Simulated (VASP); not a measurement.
# Li4Si (Pm-3m) in VASP: further runs

The runs below take Li4Si through single point, relaxation of cell and atoms, with PBE.

Program: VASP 6.6.1. These are calculated values, not measurements. Logs are shortened: lines on timing, memory, paths and dates and some standing lists are left out, and cuts for length are marked.

## (1) The cell of the first run

Symmetry: Pm-3m, No. 221, cubic system. The conventional cell has a = 4.835 Å, b = 4.835 Å, c = 4.835 Å, α = 90.00°, β = 90.00°, γ = 90.00°. Li (site symmetry 4/mmm) has 2 Si at 2.42 Å within 3.2 Å. Li (site symmetry m-3m) has 12 Li at 3.42 Å and 8 Si at 4.19 Å within 4.5 Å. Si (site symmetry m-3m) has 6 Li at 2.42 Å within 3.2 Å.

## (2) Single point, PBE

Input file INCAR:

```
SYSTEM = Li4Si
PREC = Accurate
ENCUT = 520
EDIFF = 1E-7
ISMEAR = 0
SIGMA = 0.1
LREAL = .False.
LASPH = .True.
NELM = 100
ALGO = Normal
ISIF = 2
LWAVE = .False.
LCHARG = .False.
GGA = PE
NBANDS = 16
```

Input file KPOINTS:

```
regular mesh
0
Gamma
  8 8 8
  0 0 0
```

Input file POSCAR:

```
Li4Si
1.0
    4.8352002387      0.0000000000      0.0000000000
    0.0000000000      4.8352002387      0.0000000000
    0.0000000000      0.0000000000      4.8352002387
Li Si
4 1
Direct
    0.0000000000      0.5000000000      0.5000000000
    0.5000000000      0.0000000000      0.5000000000
    0.5000000000      0.5000000000      0.0000000000
    0.0000000000      0.0000000000      0.0000000000
    0.5000000000      0.5000000000      0.5000000000
```

Potentials or basis: VASP PAW PBE potentials, release 64 (Li_sv, Si).

Command:

```
$ cat potpaw_PBE.64/Li_sv/POTCAR potpaw_PBE.64/Si/POTCAR > POTCAR
$ mpirun -np 1 vasp_std > vasp.out
```

OUTCAR:

```text
SYSTEM = Li4Si
   PREC = Accurate
   ENCUT = 520
   EDIFF = 1E-7
   ISMEAR = 0
   LREAL = .False.
   LASPH = .True.
   NELM = 100
   ISIF = 2
   GGA = PE

 ion  position               nearest neighbor table
   1  0.000  0.500  0.500-   5 2.42   5 2.42
   2  0.500  0.000  0.500-   5 2.42   5 2.42
   3  0.500  0.500  0.000-   5 2.42   5 2.42
   4  0.000  0.000  0.000-
   5  0.500  0.500  0.500-   1 2.42   2 2.42   3 2.42   3 2.42   2 2.42   1 2.42

  LATTYP: Found a simple cubic cell.
 ALAT       =     4.8352002387

  Lattice vectors:

 A1 = (   4.8352002387,   0.0000000000,   0.0000000000)
 A2 = (   0.0000000000,   4.8352002387,   0.0000000000)
 A3 = (   0.0000000000,   0.0000000000,   4.8352002387)

Analysis of symmetry for initial positions (statically):
=====================================================================
 Subroutine PRICEL returns:
 Original cell was already a primitive cell.

 Routine SETGRP: Setting up the symmetry group for a
 simple cubic supercell.

 Subroutine GETGRP returns: Found 48 space group operations
 (whereof 48 operations were pure point group operations)
 out of a pool of 48 trial point group operations.

The static configuration has the point symmetry O_h .

Analysis of symmetry for dynamics (positions and initial velocities):
=====================================================================
 Subroutine PRICEL returns:
 Original cell was already a primitive cell.

 Routine SETGRP: Setting up the symmetry group for a
 simple cubic supercell.

 Subroutine GETGRP returns: Found 48 space group operations
 (whereof 48 operations were pure point group operations)
 out of a pool of 48 trial point group operations.

The dynamic configuration has the point symmetry O_h .

 Subroutine INISYM returns: Found 48 space group operations
 (whereof 48 operations are pure point group operations),
 and found     1 'primitive' translations

----------------------------------------------------------------------------------------

                                     Primitive cell

  volume of cell :     113.0429

  direct lattice vectors                    reciprocal lattice vectors
     4.835200239  0.000000000  0.000000000     0.206816667  0.000000000  0.000000000
     0.000000000  4.835200239  0.000000000     0.000000000  0.206816667  0.000000000
     0.000000000  0.000000000  4.835200239     0.000000000  0.000000000  0.206816667

  length of vectors
     4.835200239  4.835200239  4.835200239     0.206816667  0.206816667  0.206816667

  position of ions in fractional coordinates (direct lattice)
     0.000000000  0.500000000  0.500000000
     0.500000000  0.000000000  0.500000000
     0.500000000  0.500000000  0.000000000
     0.000000000  0.000000000  0.000000000
     0.500000000  0.500000000  0.500000000

  ion indices of the primitive-cell ions
   primitive index   ion index
                 1           1
                 2           2
                 3           3
                 4           4
                 5           5

----------------------------------------------------------------------------------------

 KPOINTS: regular mesh

Automatic generation of k-mesh.
 Grid dimensions read from file:
 generate k-points for:    8    8    8

 Generating k-lattice:

  Cartesian coordinates                     Fractional coordinates (reciprocal lattice)
     0.025852083  0.000000000  0.000000000     0.125000000  0.000000000  0.000000000
     0.000000000  0.025852083  0.000000000     0.000000000  0.125000000  0.000000000
     0.000000000  0.000000000  0.025852083     0.000000000  0.000000000  0.125000000

  Length of vectors
     0.025852083  0.025852083  0.025852083

  Shift w.r.t. Gamma in fractional coordinates (k-lattice)
     0.000000000  0.000000000  0.000000000

 Subroutine IBZKPT returns following result:
 ===========================================

 Found     35 irreducible k-points:

 Following reciprocal coordinates:
            Coordinates               Weight
  0.000000  0.000000  0.000000      1.000000
  0.125000  0.000000  0.000000      6.000000
  0.250000  0.000000  0.000000      6.000000
  0.375000  0.000000  0.000000      6.000000
  0.500000  0.000000  0.000000      3.000000
  0.125000  0.125000  0.000000     12.000000
[... 16 lines left out ...]
  0.375000  0.375000  0.125000     24.000000
  0.500000  0.375000  0.125000     24.000000
 [... further k-points ...]
   k-points           NKPTS =     35   k-points in BZ     NKDIM =     35   number of bands    NBANDS=     16
   number of dos      NEDOS =    301   number of ions     NIONS =      5
   total plane-waves  NPLWV =  46656
   dimension x,y,z NGX =    36 NGY =   36 NGZ =   36
   dimension x,y,z NGXF=    72 NGYF=   72 NGZF=   72
   ions per type =               4   1
   NGX,Y,Z   is equivalent  to a cutoff of  12.38, 12.38, 12.38 a.u.
   NGXF,Y,Z  is equivalent  to a cutoff of  24.76, 24.76, 24.76 a.u.
 SYSTEM =  Li4Si
   PREC   = accura    normal or accurate (medium, high low for compatibility)
   ISTART =      0    job   : 0-new  1-cont  2-samecut
   ICHARG =      2    charge: 1-file 2-atom 10-const
   ISPIN  =      1    spin polarized calculation?
   LNONCOLLINEAR =      F non collinear calculations
   LSORBIT =      F    spin-orbit coupling
   LASPH  =      T    aspherical Exc in radial PAW
   ENCUT  =  520.0 eV  38.22 Ry    6.18 a.u.   8.99  8.99  8.99*2*pi/ulx,y,z
   NELM   =    100;   NELMIN=  2; NELMDL= -5     # of ELM steps
   EDIFF  = 0.1E-06   stopping-criterion for ELM
   LREAL  =      F    real-space projection
   EDIFFG = 0.1E-05   stopping-criterion for IOM
   NSW    =      0    number of steps for IOM
   IBRION =     -1    ionic relax: 0-MD 1-quasi-New 2-CG
   NFREE  =      0    steps in history (QN), initial steepest desc. (CG)
   ISIF   =      2    stress and relaxation
   ISYM   =      2    0-nonsym 1-usesym 2-fastsym
   POTIM  = 0.5000    time-step for ionic-motion
   TEBEG  =    0.0;   TEEND  =   0.0 temperature during run
   PSTRESS=    0.0 pullay stress
   NELECT =      16.0000    total number of electrons
   NUPDOWN=      -1.0000    fix difference up-down
   EMIN   =  10.00;   EMAX   =-10.00  energy-range for DOS
   EFERMI =   0.00;   METHOD = LEGACY
   ISMEAR =     0;   SIGMA  =   0.10  broadening in eV -4-tet -1-fermi 0-gaus
   EFERMI_NEDOS =   21; number of points for ismear=-14 and -15
   IALGO  =     38    algorithm
   IMIX   =      4    mixing-type and parameters
     AMIX     =   0.40;   BMIX     =  1.00
     AMIX_MAG =   1.60;   BMIX_MAG =  1.00
  volume/ion in A,a.u.               =      22.61       152.57
  Fermi-wavevector in a.u.,A,eV,Ry     =   0.853166  1.612251  9.903582  0.727893
  Thomas-Fermi vector in A             =   1.969567
   LORBIT       =      0    0 simple, 1 ext, 2 COOP (PROOUT), +10 PAW based schemes
   GGA     = PE    functional components
   LHFCALC =     F    Hartree Fock is set to
   AEXX    =    0.0000 exact exchange contribution
   IVDW    =     0    specifies the selected vdW correction
   LEPSILON=     F    determine dielectric tensor
   LRPA    =     F    only Hartree local field effects (RPA)
 non-spin polarized calculation
 Gauss-broadening in eV      SIGMA  =   0.10
  energy-cutoff  :      520.00
  volume of cell :      113.04
 maximum number of plane-waves:      3112
 NGX is ok and might be reduce to    36
   NGX = 17   NGY = 17   NGZ = 17

 number of electron      15.9999970 magnetization

 Free energy of the ion-electron system (eV)
  ---------------------------------------------------
  ext. energy  EPLUGINS =         0.00000000
  ---------------------------------------------------
  free energy    TOTEN  =       -12.85877560 eV

  energy without entropy =      -12.85411852  energy(sigma->0) =      -12.85644706

 E-fermi :   0.6913     XC(G=0):  -7.0474

 val. band max:        0.6770701999   @ k =   0.0000   0.0000   0.0000
 cond. band min:       0.7178158897   @ k =   0.5000   0.5000   0.2500
 fundamental gap:      0.0407456897
 Fermi energy:         0.6913433972

 k-point     1 :       0.0000    0.0000    0.0000
  band No.  band energies     occupation
      1     -47.2761      2.00000
      2     -44.8244      2.00000
      3     -44.8186      2.00000
      4     -44.8186      2.00000
      5      -5.7600      2.00000
      6      -0.0693      2.00000
[... 8 lines left out ...]
     15       8.0158      0.00000
     16       8.0158      0.00000

 k-point     2 :       0.1250    0.0000    0.0000
  band No.  band energies     occupation
      1     -47.2762      2.00000
      2     -44.8242      2.00000
      3     -44.8188      2.00000
      4     -44.8186      2.00000
      5      -5.7408      2.00000
      6      -0.5097      2.00000
[... 8 lines left out ...]
     15       7.3198      0.00000
     16       7.3198      0.00000

 k-point     3 :       0.2500    0.0000    0.0000
  band No.  band energies     occupation
      1     -47.2762      2.00000
      2     -44.8237      2.00000
      3     -44.8194      2.00000
      4     -44.8186      2.00000
      5      -5.6923      2.00000
      6      -1.0726      2.00000
[... 8 lines left out ...]
     15       7.1874      0.00000
     16       7.1928      0.00000

 k-point     4 :       0.3750    0.0000    0.0000
  band No.  band energies     occupation
      1     -47.2762      2.00000
      2     -44.8230      2.00000
      3     -44.8201      2.00000
      4     -44.8186      2.00000
      5      -5.6405      2.00000
      6      -1.4615      2.00000
[... 8 lines left out ...]
     15       7.4457      0.00000
     16       7.4465      0.00000
[... 324 lines left out ...]
 k-point    22 :       0.5000    0.2500    0.1250
  band No.  band energies     occupation
      1     -47.2762      2.00000
      2     -44.8218      2.00000
      3     -44.8205      2.00000
      4     -44.8193      2.00000
      5      -5.5756      2.00000
      6      -1.2210      2.00000
[... 8 lines left out ...]
     15       6.6146      0.00000
     16       7.4418      0.00000

 k-point    23 :       0.3750    0.3750    0.1250
  band No.  band energies     occupation
      1     -47.2762      2.00000
      2     -44.8217      2.00000
      3     -44.8203      2.00000
      4     -44.8197      2.00000
      5      -5.5638      2.00000
      6      -0.9263      2.00000
[... 8 lines left out ...]
     15       6.5372      0.00000
     16       7.9093      0.00000

 k-point    24 :       0.5000    0.3750    0.1250
  band No.  band energies     occupation
      1     -47.2762      2.00000
      2     -44.8212      2.00000
      3     -44.8205      2.00000
      4     -44.8199      2.00000
      5      -5.5520      2.00000
      6      -0.8882      2.00000
[... 8 lines left out ...]
     15       6.4232      0.00000
     16       7.9625      0.00000

 [... further k-points ...]
[... 5 lines left out ...]
  --------------------------------------------------------------------------------------
  -------------------------------------------------------------------------------------
  Total       -0.0217184     -0.0217184     -0.0217184     -0.0000000      0.0000000     -0.0000000
  in kB       -0.3078189     -0.3078189     -0.3078189     -0.0000000      0.0000000     -0.0000000
  external PRESSURE =      -0.3078189 kB  Pullay stress =       0.0000000 kB

 VOLUME and BASIS-vectors are now :
 -----------------------------------------------------------------------------
  energy-cutoff  :      520.00
  volume of cell :      113.04
      direct lattice vectors                 reciprocal lattice vectors
     4.835200239  0.000000000  0.000000000     0.206816667  0.000000000  0.000000000
     0.000000000  4.835200239  0.000000000     0.000000000  0.206816667  0.000000000
     0.000000000  0.000000000  4.835200239     0.000000000  0.000000000  0.206816667

 POSITION                                       TOTAL-FORCE (eV/Angst)
 -----------------------------------------------------------------------------------
      0.00000      2.41760      2.41760         0.000000      0.000000      0.000000
      2.41760      0.00000      2.41760         0.000000      0.000000      0.000000
      2.41760      2.41760      0.00000         0.000000      0.000000      0.000000
      0.00000      0.00000      0.00000         0.000000      0.000000      0.000000
      2.41760      2.41760      2.41760         0.000000      0.000000      0.000000
 -----------------------------------------------------------------------------------
    total drift:                                0.000000      0.000000      0.000000

  FREE ENERGIE OF THE ION-ELECTRON SYSTEM (eV)
  ---------------------------------------------------
  free  energy   TOTEN  =       -12.8587756041 eV

  energy  without entropy=      -12.8541185164  energy(sigma->0) =      -12.85644706
```

Run time: 81 s. Hardware: 1 thread of AMD EPYC 7R43 (Zen 3), shared host; peak memory 0.18 GiB.

What came out:

```
Free energy            : -12.8588 eV
Band gap on the k mesh : zero (band 8 reaches 0.67 eV, above the bottom of band 9 at 0.65 eV)
```

Caveat: the cutoff is under 1.25 times the usual one of these potentials, so pressure, stress and relaxed cells hold a basis-set (Pulay) error.

(Part 1 of 2 ends here.)
